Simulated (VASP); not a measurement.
A run of VASP 6.6.1 is set up as follows.

File POSCAR:

```
C
1.0
    0.0000000000      2.0018995919      1.4153430115
    2.0018995919      0.0000000000      1.4153430115
    2.0018995919      2.0018995919      0.0000000000
C
2
Direct
    0.5000000000      0.5000000000      0.5000000000
    0.7500000000      0.7500000000      0.7500000000
```

INCAR.step1

```
SYSTEM = C
  ALGO = Normal
  EDIFF = 1E-5
  ENCUT = 1430
  GGA = PE
  GGA_COMPAT = .FALSE.
  ISMEAR = 0
  LASPH = .TRUE.
  LCHARG = .FALSE.
  LREAL = .FALSE.
  LWAVE = .TRUE.
  NBANDS = 11
  NELM = 120
  PREC = Accurate
  SIGMA = 0.05
```

INCAR.step2

```
SYSTEM = C
  ALGO = Normal
  EDIFF = 1E-6
  ENCUT = 1430
  GGA_COMPAT = .FALSE.
  ISIF = 2
  ISMEAR = 0
  ISTART = 1
  LASPH = .TRUE.
  LCHARG = .TRUE.
  LELF = .TRUE.
  LMIXTAU = .TRUE.
  LREAL = .FALSE.
  LVHAR = .TRUE.
  LWAVE = .FALSE.
  METAGGA = R2SCAN
  NBANDS = 11
  NELM = 120
  PREC = Accurate
  SIGMA = 0.05
```

The input KPOINTS:

```
k-points
0
G
  12 12 12
  0 0 0
```

Potentials or basis: VASP PAW PBE potentials, release 64 (C_h).

Command:

```bash
$ cat potpaw_PBE.64/C_h/POTCAR > POTCAR
$ cp INCAR.step1 INCAR
$ mpirun -np 1 vasp_std > vasp.out
$ cp INCAR.step2 INCAR
$ mpirun -np 1 vasp_std > vasp.out
```

Question: Estimate the band gap on the k mesh.

Answer: Zero (bands 4 and 5 overlap by 3.64 eV).

Question: What does it give for the pressure?

Answer: -0.9 GPa.

Stress tensor (GPa, compression positive):
```
-66.54   0.00   0.00
  0.00 -66.54   0.00
  0.00   0.00 130.42
```

Caveat: the stress differs along the axes, from -67 to 130 GPa; the PAW data sets were made with another functional, which shifts forces and pressure a little.
